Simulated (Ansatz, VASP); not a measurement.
# CeO2: VASP beside Ansatz

```xyz
3
Lattice="0.0000 2.7300 2.7300 2.7300 0.0000 2.7300 2.7300 2.7300 0.0000" Properties=species:S:1:pos:R:3 pbc="T T T"
Ce    0.0000    0.0000    0.0000
O     1.3650    1.3650    1.3650
O     4.0950    4.0950    4.0950
```

Alike in both runs: task single point; functional PBE; k mesh 6 × 6 × 6; occupations fermi-dirac, width 0.02 eV; no spin polarisation.

|  | VASP | Ansatz |
| --- | --- | --- |
| version | VASP 6.6.1 | Ansatz 0.2.0 development build |
| potentials or method | VASP PAW PBE potentials, release 64 (Ce, O), cutoff 520 eV | plane waves, all-electron PAW datasets generated for the crystal |

Ansatz gave:

```
gap on the k mesh at the Fermi level (eV) : 2.04
```

Question: Which values does VASP return?

Answer: gap on the k mesh at the Fermi level (eV): 1.98.

Ansatz ran all-electron here, and VASP with PAW potentials.

Spin-orbit coupling is off throughout.
